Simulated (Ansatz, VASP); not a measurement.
**KI: VASP beside Ansatz**

```
K I
1.0
     0.00000    3.50089    3.50089
     3.50089    0.00000    3.50089
     3.50089    3.50089    0.00000
K I
1 1
Direct
  0.00000 0.00000 0.00000
  0.50000 0.50000 0.50000
```

Change from the starting cell: volume scaled by 0.98, PAW files.

Alike in both runs: task electric field gradients; functional PBE; k mesh 6 × 6 × 6; occupations fermi-dirac, width 0.02 eV; no spin polarisation.

|  | VASP | Ansatz |
| --- | --- | --- |
| version | VASP 6.6.1 | Ansatz 0.2.0 |
| potentials or method | VASP PAW PBE potentials, release 64 (K_sv, I) | PAW with Ansatz's default frozen-core files, scalar-relativistic |
| plane-wave cutoff (eV) | 400 | 420 |
| valence electrons in the cell | 16 | 26 |

```tsv
	VASP	Ansatz	Ansatz less VASP
gap on the k mesh at the Fermi level (eV)	4.03	4.03	+0.004
pressure (GPa)	1.0	1.0	-0.03
```

VASP's potentials hold 16 valence electrons a cell and Ansatz's 26, so a difference there can come from the potentials and not from the codes.

Spin-orbit coupling is off throughout.
